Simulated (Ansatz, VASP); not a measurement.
One calculation of SnSe2, two programs

File INCAR:

```
SYSTEM = SnSe2
ALGO     = Normal         ! electronic algorithm
EDIFF    = 1E-6           ! SCF threshold, eV
ENCUT    = 520            ! plane-wave cutoff, eV
GGA      = PE             ! functional
ISIF     = 2              ! what is computed and relaxed
ISMEAR   = 0              ! smearing method
LASPH    = .TRUE.         ! aspherical terms in the spheres
LCHARG   = .TRUE.         ! write CHGCAR
LELF     = .TRUE.         ! ELF
LREAL    = .FALSE.        ! projectors in reciprocal space
LVHAR    = .TRUE.       
LWAVE    = .FALSE.        ! write WAVECAR
NBANDS   = 20             ! bands
NELM     = 60             ! most SCF steps
PREC     = Accurate       ! precision mode
SIGMA    = 0.05           ! smearing width, eV
```

KPOINTS

```
k-points
0
G
  12 12 6
  0 0 0
```

Contents of POSCAR:

```
SnSe2
1.0
    3.8109987816      0.0000000000      0.0000000000
   -1.9054993908      3.3004217586      0.0000000000
    0.0000000000      0.0000000000      6.1370000000
Sn Se
1 2
Direct
    0.0000000000      0.0000000000      0.0000000000
    0.3333333333      0.6666666667      0.1522323611
    0.6666666667      0.3333333333      0.7500000000
```

Input for Ansatz:

```yaml
crystal:
  lattice:
    - [3.8109987816, 0.0, 0.0]
    - [-1.9054993908, 3.3004217586, 0.0]
    - [0.0, 0.0, 6.137]
  atoms:
    - { symbol: Sn, position: [0.0, 0.0, 0.0] }
    - { symbol: Se, position: [0.3333333333, 0.6666666667, 0.1522323611] }
    - { symbol: Se, position: [0.6666666667, 0.3333333333, 0.75] }
basis:
  ecutwfc: 420
kpoints:
  mp_grid: { grid: [12, 12, 6] }
hamiltonian:
  xc: pbe
scf:
  occupations: { method: gaussian, width: 0.05 }
output:
  forces: true
  stress: true
  eigenvalues: true
```

Alike in both runs: task single point; functional PBE; k mesh 12 × 12 × 6; occupations gaussian, width 0.05 eV; no spin polarisation.

|  | VASP | Ansatz |
| --- | --- | --- |
| version | VASP 6.6.1 | Ansatz 0.2.0 |
| potentials or method | VASP PAW PBE potentials, release 64 (Sn_d, Se), cutoff 520 eV | scalar-relativistic, plane waves, PAW |
| valence electrons in the cell | 26 | 46 |

Ansatz gave:

| Property | Result |
| --- | --- |
| gap on the k mesh at the Fermi level (eV) | 0.70 |
| least direct gap on the mesh (eV) | 1.09 |
| pressure (GPa) | 22.6 |
| traceless stress, the component that is largest in VASP (GPa) | -5.54 |
| rms of the force components (eV/Å) | 2.604 |

Problem. What did VASP give for the same quantities?

Solution. gap on the k mesh at the Fermi level (eV): 0.69; least direct gap on the mesh (eV): 1.08; pressure (GPa): 22.8; traceless stress, the component that is largest in VASP (GPa): -5.64; rms of the force components (eV/Å): 2.605.

Atom by atom the forces differ by 0.005 eV/Å (rms over components). VASP's potentials hold 26 valence electrons a cell and Ansatz's 46, so a difference there can come from the potentials and not from the codes.
